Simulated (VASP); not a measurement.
Input of a VASP 6.6.1 run:

File INCAR:

```
SYSTEM = MgCdSe
  PREC = Accurate
  ENCUT = 520
  EDIFF = 1E-6
  ISMEAR = 0
  SIGMA = 0.1
  LREAL = .FALSE.
  LASPH = .TRUE.
  NELM = 80
  ALGO = Normal
  ISIF = 2
  LWAVE = .FALSE.
  LCHARG = .TRUE.
  GGA = PE
  LELF = .TRUE.
  LVHAR = .TRUE.
  NBANDS = 17
```

Contents of KPOINTS:

```
regular mesh
0
G
  12 12 8
  0 0 0
```

The input POSCAR:

```
MgCdSe
1.0
    3.9349767986      0.0000000000      0.0000000000
    0.0000000000      3.9349767986      0.0000000000
    0.0000000000      0.0000000000      5.8551650482
Mg Cd Se
1 1 1
Direct
    0.5000000000      0.5000000000      0.5000000000
    0.5000000000      0.5000000000      0.0000000000
    0.0000000000      0.0000000000      0.0000000000
```

Potentials or basis: VASP PAW PBE potentials, release 64 (Mg, Cd, Se).

Run with:

```bash
$ cat potpaw_PBE.64/Mg/POTCAR potpaw_PBE.64/Cd/POTCAR potpaw_PBE.64/Se/POTCAR > POTCAR
$ mpirun -np 1 vasp_std > vasp.out
```

Q: What does it give for the pressure?

A: 0.1 GPa.

Q: Estimate the band gap on the k mesh.

A: Zero (bands 10 and 11 overlap by 0.86 eV).

Stress tensor (GPa, compression positive):
```
0.19 0.00 0.00
0.00 0.19 0.00
0.00 0.00 0.01
```
